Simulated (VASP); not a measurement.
A run of VASP 6.6.1:

INCAR

```
PREC = Accurate
ENCUT = 520
EDIFF = 1E-6
ISMEAR = 0
SIGMA = 0.05
LREAL = False
LASPH = True
NELM = 60
ALGO = Normal
ISIF = 2
LWAVE = False
LCHARG = False
GGA = PE
NBANDS = 51
```

File KPOINTS:

```
regular mesh
0
Gamma
  1 1 1
```

File POSCAR:

```
KI
1.0
   12.1000000000      0.0000000000      0.0000000000
    0.0000000000     16.0000000000      0.0000000000
    0.0000000000      0.0000000000     12.7000000000
K I
5 5
Direct
    0.3600374898      0.5380763368      0.3322817309
    0.3853116457      0.2981460512      0.7037768235
    0.3692835185      0.6882278308      0.6299169449
    0.6428597977      0.4781276162      0.5819772324
    0.6294096008      0.7207475042      0.3865007314
    0.6338406525      0.5180289115      0.3137594953
    0.6493125041      0.2930356195      0.7080593233
    0.6449312331      0.6884317911      0.6487078634
    0.3195182513      0.4794598880      0.5896313566
    0.3489971250      0.7462264611      0.3747947909
```

Potentials or basis: VASP PAW PBE potentials, release 64 (K_sv, I).

The run is started by

```console
$ cat potpaw_PBE.64/K_sv/POTCAR potpaw_PBE.64/I/POTCAR > POTCAR
$ mpirun -np 1 vasp_gam > vasp.out
```

Hardware: 1 thread of AMD EPYC 7R13 Processor (Zen 3), on a shared host.

Estimate the wall time of this run.

Wall time 6 min on 1 thread of AMD EPYC 7R13 Processor (Zen 3), with other jobs on the host, peak memory 1.5 GiB. Counts: scf iterations 25, k points 1.
